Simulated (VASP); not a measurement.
Here is a VASP 6.6.1 calculation.

The input INCAR:

```
SYSTEM = Fe
  PREC = Accurate
  ENCUT = 520
  EDIFF = 1E-6
  ISMEAR = -1
  SIGMA = 0.05
  LREAL = .FALSE.
  LASPH = .TRUE.
  NELM = 150
  ALGO = Normal
  ISIF = 2
  LWAVE = .FALSE.
  LCHARG = .TRUE.
  ISPIN = 2
  MAGMOM = 2.276
  LORBIT = 11
  LMAXMIX = 4
  GGA = RE
  LELF = .TRUE.
  LVHAR = .TRUE.
  NBANDS = 14
```

KPOINTS

```
Automatic mesh
0
G
  25 25 25
  0 0 0
```

The input POSCAR:

```
Fe
1.0
   -1.4812991136      1.4812991136      1.4812991136
    1.4812991136     -1.4812991136      1.4812991136
    1.4812991136      1.4812991136     -1.4812991136
Fe
1
Direct
    0.0000000000      0.0000000000      0.0000000000
```

Potentials or basis: VASP PAW PBE potentials, release 64 (Fe).

Launch:

```bash
$ cat potpaw_PBE.64/Fe/POTCAR > POTCAR
$ mpirun -np 1 vasp_std > vasp.out
```

What does it give for the site moments?

Fe +2.60 μB.

What does it give for the net moment?

2.57 μB per cell.

Estimate the pressure.

-11.3 GPa.

Caveat: the PAW data sets were made with another functional, which shifts forces and pressure a little.
